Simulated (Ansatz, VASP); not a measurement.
## SrO in VASP and in Ansatz

File POSCAR:

```
SrO
1.0
    0.0000000000      2.5282944794      2.5282944794
    2.5282944794      0.0000000000      2.5282944794
    2.5282944794      2.5282944794      0.0000000000
Sr O
1 1
Direct
    0.0000000000      0.0000000000      0.0000000000
    0.5000000000      0.5000000000      0.5000000000
```

File INCAR.step1:

```
SYSTEM = SrO
PREC = Accurate
ENCUT = 520
ISMEAR = 0
SIGMA = 0.01
LREAL = .False.
LASPH = .True.
NELM = 150
MAGMOM = 0 0 0 0 0 0
LSORBIT = .True.
GGA_COMPAT = .False.
NBANDS = 28
GGA = PE
ALGO = Normal
EDIFF = 1E-4
LWAVE = .True.
LCHARG = .False.
```

File INCAR.step2:

```
SYSTEM = SrO
PREC = Accurate
ENCUT = 520
EDIFF = 1E-6
ISMEAR = 0
SIGMA = 0.01
LREAL = .False.
LASPH = .True.
NELM = 150
ALGO = Normal
ISIF = 2
LWAVE = .False.
LCHARG = .True.
MAGMOM = 0 0 0 0 0 0
LORBIT = 11
LSORBIT = .True.
GGA_COMPAT = .False.
LORBMOM = .True.
METAGGA = R2SCAN
LMIXTAU = .True.
LVHAR = .True.
NBANDS = 28
ISTART = 1
```

File KPOINTS:

```
regular mesh
0
Gamma
  8 8 8
  0 0 0
```

Input for Ansatz:

```yaml
crystal:
  lattice:
    - [0.0, 2.5282944794, 2.5282944794]
    - [2.5282944794, 0.0, 2.5282944794]
    - [2.5282944794, 2.5282944794, 0.0]
  atoms:
    - { symbol: Sr, position: [0.0, 0.0, 0.0] }
    - { symbol: O, position: [0.5, 0.5, 0.5] }
kpoints:
  mp_grid: { grid: [8, 8, 8] }
  band_path:
    path:
      - [0.0, 0.0, 0.0]
      - [0.5, 0.0, 0.5]
      - [0.625, 0.25, 0.625]
      - [0.375, 0.375, 0.75]
      - [0.5, 0.5, 0.5]
      - [0.5, 0.25, 0.75]
      - [0.0, 0.5, 0.5]
    npoints: 1
hamiltonian:
  xc: r2scan
scf:
  occupations: { method: fixed }
  n_extra_bands: 8
magnetization:
  noncollinear: true
  spin_orbit: true
output:
  forces: true
  stress: true
  eigenvalues: true
```

Change from the starting cell: hydrostatic strain -2.0%.

Alike in both runs: task single point; functional r2SCAN; k mesh 8 × 8 × 8; non-collinear spin, spin-orbit coupling.

|  | VASP | Ansatz |
| --- | --- | --- |
| version | VASP 6.6.1 | Ansatz 0.2.0 |
| potentials or method | VASP PAW PBE potentials, release 64 (Sr_sv, O) | plane waves, PAW |
| plane-wave cutoff (eV) | 520 | 500 |
| occupations | gaussian, width 0.01 eV | fixed |
| valence electrons in the cell | 16 | 16 |

```csv
,VASP,Ansatz,Ansatz less VASP
pressure (GPa),7.2,6.5,-0.69
net moment per atom (μB),0.00,0.00,0.000
```

VASP's potentials were made for PBE, not for r2SCAN.
